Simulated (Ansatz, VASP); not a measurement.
Ta2N in VASP and in Ansatz

```
Ta N
1.0
     3.01499    0.00000    0.00000
    -1.50749    2.61106    0.00000
     0.00000    0.00000    5.33020
Ta N
2 1
Direct
  0.66667 0.33333 0.74637
  0.33333 0.66667 0.25363
  0.00000 0.00000 0.00000
```

Alike in both runs: task single point; functional PBEsol; k mesh 18 × 18 × 10; occupations gaussian, width 0.15 eV; no spin polarisation.

```csv
,VASP,Ansatz
version,VASP 6.6.1,Ansatz 0.2.0
potentials or method,"VASP PAW PBE potentials, release 64 (Ta_pv, N), cutoff 520 eV","scalar-relativistic, plane waves, PAW"
valence electrons in the cell,27,31
```

```tsv
	VASP	Ansatz	Ansatz less VASP
gap on the k mesh at the Fermi level (eV)	none	none	-
pressure (GPa)	-13.7	-14.1	-0.45
traceless stress, the component that is largest in VASP (GPa)	-13.73	-13.74	-0.005
rms of the force components (eV/Å)	0.168	0.146	-0.0225
```

VASP's potentials were made for PBE, not for PBEsol, and Ansatz warns of the same on its side. Atom by atom the forces differ by 0.023 eV/Å (rms over components). A gap of «none» marks a metal or a gap that the smearing closes. The functional is the same, so the differences come from potentials, cutoffs and numerics. VASP's potentials hold 27 valence electrons a cell and Ansatz's 31, so a difference there can come from the potentials and not from the codes.

Neither program's run includes spin-orbit coupling.
